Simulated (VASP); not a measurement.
# Si3N4 (P6_3/m) in VASP: a series of runs

Si3N4 is run at these levels: r2SCAN, PBE; tasks: single point.

Everything below comes from runs of VASP 6.6.1. Logs are shortened: lines on timing, memory, paths and dates and some standing lists are left out, and cuts for length are marked.

## 1. The cell of the first run

Symmetry: P6_3/m, No. 176, hexagonal system. The conventional cell has a = 7.606 Å, b = 7.606 Å, c = 2.906 Å, α = 90.00°, β = 90.00°, γ = 120.00°. Si (site symmetry m) has 4 N at 1.73 to 1.74 Å within 2.3 Å. Within 2.3 Å of N (site symmetry -6) lie 3 Si at 1.73 Å. Within 2.3 Å of N (site symmetry m) lie 3 Si at 1.73 to 1.74 Å.

## 2. Single point, r2SCAN

POSCAR

```
Si3N4
1.0
    7.6056646651      0.0000000000      0.0000000000
   -3.8028323326      6.5866988127      0.0000000000
    0.0000000000      0.0000000000      2.9056457515
Si N
6 8
Direct
    0.2306112179      0.8245680157      0.7500000000
    0.4060432022      0.2306112179      0.2500000000
    0.8245680157      0.5939567978      0.2500000000
    0.1754319843      0.4060432022      0.7500000000
    0.5939567978      0.7693887821      0.7500000000
    0.7693887821      0.1754319843      0.2500000000
    0.3333333333      0.6666666667      0.7500000000
    0.6666666667      0.3333333333      0.2500000000
    0.9687376679      0.6696816984      0.7500000000
    0.2990559695      0.9687376679      0.2500000000
    0.6696816984      0.7009440305      0.2500000000
    0.3303183016      0.2990559695      0.7500000000
    0.0312623321      0.3303183016      0.2500000000
    0.7009440305      0.0312623321      0.7500000000
```

INCAR.step1

```
PREC = Accurate ; ENCUT = 520
ISMEAR = -1 ; SIGMA = 0.02
LREAL = False ; LASPH = True
NELM = 100 ; NBANDS = 45
GGA = PE ; ALGO = Normal
EDIFF = 1E-4 ; LWAVE = True
LCHARG = False
```

INCAR.step2

```
PREC = Accurate ; ENCUT = 520
EDIFF = 1E-7 ; ISMEAR = -1
SIGMA = 0.02 ; LREAL = False
LASPH = True ; NELM = 100
ALGO = Normal ; ISIF = 2
LWAVE = False ; LCHARG = False
METAGGA = R2SCAN ; LMIXTAU = True
NBANDS = 45 ; ISTART = 1
```

KPOINTS

```
regular mesh
0
Gamma
  6 6 8
```

Potentials or basis: VASP PAW PBE potentials, release 64 (Si, N).

Started as:

```
$ cat potpaw_PBE.64/Si/POTCAR potpaw_PBE.64/N/POTCAR > POTCAR
$ cp INCAR.step1 INCAR
$ mpirun -np 1 vasp_std > vasp.out
$ cp INCAR.step2 INCAR
$ mpirun -np 1 vasp_std > vasp.out
```

OUTCAR:

```text
PREC = Accurate
   ENCUT = 520
   EDIFF = 1E-7
   ISMEAR = -1
   LREAL = False
   LASPH = True
   NELM = 100
   ISIF = 2
   METAGGA = R2SCAN
   ISTART = 1

 ion  position               nearest neighbor table
   1  0.231  0.825  0.750-   7 1.73   9 1.73  10 1.74  10 1.74   5 3.00   4 3.00   3 3.05   3 3.05
                             2 3.05   2 3.05
   2  0.406  0.231  0.250-   8 1.73  10 1.73  12 1.74  12 1.74   6 3.00   3 3.00   4 3.05   4 3.05
                             1 3.05   1 3.05
   3  0.825  0.594  0.250-   8 1.73  11 1.73   9 1.74   9 1.74   2 3.00   6 3.00   1 3.05   1 3.05
                             5 3.05   5 3.05
   4  0.175  0.406  0.750-   7 1.73  12 1.73  13 1.74  13 1.74   5 3.00   1 3.00   6 3.05   6 3.05
                             2 3.05   2 3.05
   5  0.594  0.769  0.750-   7 1.73  14 1.73  11 1.74  11 1.74   1 3.00   4 3.00   3 3.05   3 3.05
                             6 3.05   6 3.05
   6  0.769  0.175  0.250-   8 1.73  13 1.73  14 1.74  14 1.74   2 3.00   3 3.00   4 3.05   4 3.05
                             5 3.05   5 3.05
   7  0.333  0.667  0.750-   1 1.73   4 1.73   5 1.73
   8  0.667  0.333  0.250-   6 1.73   3 1.73   2 1.73
   9  0.969  0.670  0.750-   1 1.73   3 1.74   3 1.74
  10  0.299  0.969  0.250-   2 1.73   1 1.74   1 1.74
  11  0.670  0.701  0.250-   3 1.73   5 1.74   5 1.74
  12  0.330  0.299  0.750-   4 1.73   2 1.74   2 1.74
  13  0.031  0.330  0.250-   6 1.73   4 1.74   4 1.74
  14  0.701  0.031  0.750-   5 1.73   6 1.74   6 1.74

  LATTYP: Found a hexagonal cell.
 ALAT       =     7.6056646651
 C/A-ratio  =     0.3820370578

  Lattice vectors:

 A1 = (   7.6056646651,   0.0000000000,   0.0000000000)
 A2 = (  -3.8028323326,   6.5866988127,   0.0000000000)
 A3 = (   0.0000000000,   0.0000000000,   2.9056457515)

Analysis of symmetry for initial positions (statically):
=====================================================================
 Subroutine PRICEL returns:
 Original cell was already a primitive cell.

 Routine SETGRP: Setting up the symmetry group for a
 hexagonal supercell.

 Subroutine GETGRP returns: Found 12 space group operations
 (whereof  6 operations were pure point group operations)
 out of a pool of 24 trial point group operations.

The static configuration has the point symmetry S_6 .
 The point group associated with its full space group is C_6h.

Analysis of symmetry for dynamics (positions and initial velocities):
=====================================================================
 Subroutine PRICEL returns:
 Original cell was already a primitive cell.

 Routine SETGRP: Setting up the symmetry group for a
 hexagonal supercell.

 Subroutine GETGRP returns: Found 12 space group operations
 (whereof  6 operations were pure point group operations)
 out of a pool of 24 trial point group operations.

The dynamic configuration has the point symmetry S_6 .
 The point group associated with its full space group is C_6h.

 Subroutine INISYM returns: Found 12 space group operations
 (whereof  6 operations are pure point group operations),
 and found     1 'primitive' translations

----------------------------------------------------------------------------------------

                                     Primitive cell

  volume of cell :     145.5619

  direct lattice vectors                    reciprocal lattice vectors
     7.605664665  0.000000000  0.000000000     0.131480948  0.075910561  0.000000000
    -3.802832333  6.586698813  0.000000000     0.000000000  0.151821121  0.000000000
     0.000000000  0.000000000  2.905645751     0.000000000  0.000000000  0.344157576

  length of vectors
     7.605664665  7.605664665  2.905645751     0.151821121  0.151821121  0.344157576

  position of ions in fractional coordinates (direct lattice)
     0.230611218  0.824568016  0.750000000
     0.406043202  0.230611218  0.250000000
     0.824568016  0.593956798  0.250000000
     0.175431984  0.406043202  0.750000000
     0.593956798  0.769388782  0.750000000
     0.769388782  0.175431984  0.250000000
     0.333333333  0.666666667  0.750000000
     0.666666667  0.333333333  0.250000000
     0.968737668  0.669681698  0.750000000
     0.299055970  0.968737668  0.250000000
     0.669681698  0.700944030  0.250000000
     0.330318302  0.299055970  0.750000000
     0.031262332  0.330318302  0.250000000
     0.700944030  0.031262332  0.750000000
[... 31 lines left out ...]
     0.000000000  0.000000000  0.043019697     0.000000000  0.000000000  0.125000000

  Length of vectors
     0.025303520  0.025303520  0.043019697

  Shift w.r.t. Gamma in fractional coordinates (k-lattice)
     0.000000000  0.000000000  0.000000000

 Subroutine IBZKPT returns following result:
 ===========================================

 Found     40 irreducible k-points:

 Following reciprocal coordinates:
            Coordinates               Weight
  0.000000  0.000000  0.000000      1.000000
  0.166667  0.000000  0.000000      6.000000
  0.333333 -0.000000  0.000000      6.000000
  0.500000  0.000000  0.000000      3.000000
  0.166667  0.166667  0.000000      6.000000
  0.333333  0.166667  0.000000      6.000000
[... 16 lines left out ...]
 -0.333333  0.500000 -0.250000     12.000000
  0.333333  0.333333  0.250000      4.000000
 [... further k-points ...]
   k-points           NKPTS =     40   k-points in BZ     NKDIM =     40   number of bands    NBANDS=     45
   number of dos      NEDOS =    301   number of ions     NIONS =     14
   total plane-waves  NPLWV =  86400
   dimension x,y,z NGX =    60 NGY =   60 NGZ =   24
   dimension x,y,z NGXF=   120 NGYF=  120 NGZF=   48
   ions per type =               6   8
   NGX,Y,Z   is equivalent  to a cutoff of  13.11, 13.11, 13.73 a.u.
   NGXF,Y,Z  is equivalent  to a cutoff of  26.23, 26.23, 27.46 a.u.
 SYSTEM =  unknown system
   PREC   = accura    normal or accurate (medium, high low for compatibility)
   ISTART =      1    job   : 0-new  1-cont  2-samecut
   ICHARG =      0    charge: 1-file 2-atom 10-const
   ISPIN  =      1    spin polarized calculation?
   LNONCOLLINEAR =      F non collinear calculations
   LSORBIT =      F    spin-orbit coupling
   LASPH  =      T    aspherical Exc in radial PAW
   ENCUT  =  520.0 eV  38.22 Ry    6.18 a.u.  14.14 14.14  5.40*2*pi/ulx,y,z
   NELM   =    100;   NELMIN=  2; NELMDL=  0     # of ELM steps
   EDIFF  = 0.1E-06   stopping-criterion for ELM
   LREAL  =      F    real-space projection
   EDIFFG = 0.1E-05   stopping-criterion for IOM
   NSW    =      0    number of steps for IOM
   IBRION =     -1    ionic relax: 0-MD 1-quasi-New 2-CG
   NFREE  =      0    steps in history (QN), initial steepest desc. (CG)
   ISIF   =      2    stress and relaxation
   ISYM   =      2    0-nonsym 1-usesym 2-fastsym
   POTIM  = 0.5000    time-step for ionic-motion
   TEBEG  =    0.0;   TEEND  =   0.0 temperature during run
   PSTRESS=    0.0 pullay stress
   NELECT =      64.0000    total number of electrons
   NUPDOWN=      -1.0000    fix difference up-down
   EMIN   =  10.00;   EMAX   =-10.00  energy-range for DOS
   EFERMI =   0.00;   METHOD = LEGACY
   ISMEAR =    -1;   SIGMA  =   0.02  broadening in eV -4-tet -1-fermi 0-gaus
   EFERMI_NEDOS =   21; number of points for ismear=-14 and -15
   IALGO  =     38    algorithm
   IMIX   =      4    mixing-type and parameters
     AMIX     =   0.40;   BMIX     =  1.00
     AMIX_MAG =   1.60;   BMIX_MAG =  1.00
  volume/ion in A,a.u.               =      10.40        70.16
  Fermi-wavevector in a.u.,A,eV,Ry     =   1.244855  2.352436 21.084475  1.549665
  Thomas-Fermi vector in A             =   2.379104
   LORBIT       =      0    0 simple, 1 ext, 2 COOP (PROOUT), +10 PAW based schemes
   METAGGA = R2SCAN    functional components
   LHFCALC =     F    Hartree Fock is set to
   AEXX    =    0.0000 exact exchange contribution
   IVDW    =     0    specifies the selected vdW correction
   LEPSILON=     F    determine dielectric tensor
   LRPA    =     F    only Hartree local field effects (RPA)
 non-spin polarized calculation
  energy-cutoff  :      520.00
  volume of cell :      145.56
 maximum number of plane-waves:      3965
 NGX is ok and might be reduce to    60
   NGX = 29   NGY = 29   NGZ = 11

 number of electron      63.9999992 magnetization

 Free energy of the ion-electron system (eV)
  ---------------------------------------------------
  ext. energy  EPLUGINS =         0.00000000
  ---------------------------------------------------
  free energy    TOTEN  =      -144.16566287 eV

  energy without entropy =     -144.16566287  energy(sigma->0) =     -144.16566287

 E-fermi :   6.9329     XC(G=0): -11.3719

 val. band max:        6.5164407347   @ k =   0.0000   0.0000   0.1250
 cond. band min:      11.5176706400   @ k =   0.0000   0.0000   0.0000
 fundamental gap:      5.0012299053
 Fermi energy:         6.9328907027

 k-point     1 :       0.0000    0.0000    0.0000
  band No.  band energies     occupation
      1     -12.5843      2.00000
      2     -11.1133      2.00000
      3     -11.1133      2.00000
      4     -10.4560      2.00000
      5     -10.3215      2.00000
      6     -10.3215      2.00000
[... 1117 lines left out ...]
     43      15.6275      0.00000
     44      15.6275      0.00000

 [... further k-points ...]

 [bands above 44 left out]

------------------------ aborting loop because EDIFF is reached ----------------------------------------

  FORCE on cell =-STRESS in cart. coord.  units (eV):
  Direction    XX          YY          ZZ          XY          YZ          ZX
  --------------------------------------------------------------------------------------
  -------------------------------------------------------------------------------------
  Total       -0.1312658     -0.1312658     -0.1721221      0.0000010      0.0000000      0.0000000
  in kB       -1.4448226     -1.4448226     -1.8945220      0.0000107      0.0000000      0.0000000
  external PRESSURE =      -1.5947224 kB  Pullay stress =       0.0000000 kB

 VOLUME and BASIS-vectors are now :
 -----------------------------------------------------------------------------
  energy-cutoff  :      520.00
  volume of cell :      145.56
      direct lattice vectors                 reciprocal lattice vectors
     7.605664665  0.000000000  0.000000000     0.131480948  0.075910561  0.000000000
    -3.802832333  6.586698813  0.000000000     0.000000000  0.151821121  0.000000000
     0.000000000  0.000000000  2.905645751     0.000000000  0.000000000  0.344157576

 POSITION                                       TOTAL-FORCE (eV/Angst)
 -----------------------------------------------------------------------------------
     -1.38174      5.43118      2.17923        -0.001656      0.000242     -0.000000
      2.21125      1.51897      0.72641        -0.001038     -0.001313     -0.000000
      4.01267      3.91221      0.72641        -0.000618      0.001555      0.000000
     -0.20984      2.67448      2.17923         0.000618     -0.001555      0.000000
      1.59158      5.06773      2.17923         0.001038      0.001313      0.000000
      5.18457      1.15552      0.72641         0.001656     -0.000242      0.000000
     -0.00000      4.39113      2.17923        -0.000000      0.000000     -0.000000
      3.80283      2.19557      0.72641         0.000000      0.000000      0.000000
      4.82121      4.41099      2.17923         0.000379      0.001692      0.000000
     -1.40943      6.38078      0.72641        -0.001276      0.001174      0.000000
      2.42780      4.61691      0.72641         0.001654      0.000518      0.000000
      1.37503      1.96979      2.17923        -0.001654     -0.000518      0.000000
     -1.01837      2.17571      0.72641        -0.000379     -0.001692      0.000000
      5.21226      0.20592      2.17923         0.001276     -0.001174      0.000000
 -----------------------------------------------------------------------------------
    total drift:                               -0.000000      0.000000     -0.000000

  FREE ENERGIE OF THE ION-ELECTRON SYSTEM (eV)
  ---------------------------------------------------
  free  energy   TOTEN  =      -144.1656628678 eV

  energy  without entropy=     -144.1656628678  energy(sigma->0) =     -144.16566287
```

It took 12 min on 1 thread of Intel Xeon 6975P-C, shared host; peak memory 0.42 GiB.

What came out:

```yaml
Free_energy: -144.1657 eV
Pressure: -0.2 GPa
Band_gap_on_the_k_mesh: 5.00 eV, indirect (least direct gap 5.20 eV)
```

Levels at points of the mesh, in eV from the valence-band top:
```
           k point  band 28  band 29  band 30  band 31  band 32  band 33  band 34  band 35  band 36  band 37
(0.00, 0.00, 0.00)    -1.30    -1.30    -0.46    -0.40    -0.19     5.00     5.28     5.57     5.57     5.91
(0.50, 0.00, 0.00)    -1.73    -1.35    -0.80    -0.32    -0.25     5.27     5.39     5.57     5.97     6.33
(0.00, 0.00, 0.50)    -1.67    -1.67    -1.67    -1.35    -1.35     5.35     5.35     5.35     5.35     7.98
(0.50, 0.00, 0.50)    -1.93    -1.55    -1.55    -1.07    -1.07     5.45     5.45     6.52     6.52     6.93
```

Caveat: the PAW data sets were made with another functional, which shifts forces and pressure a little.

(Part 1 of 2 ends here.)
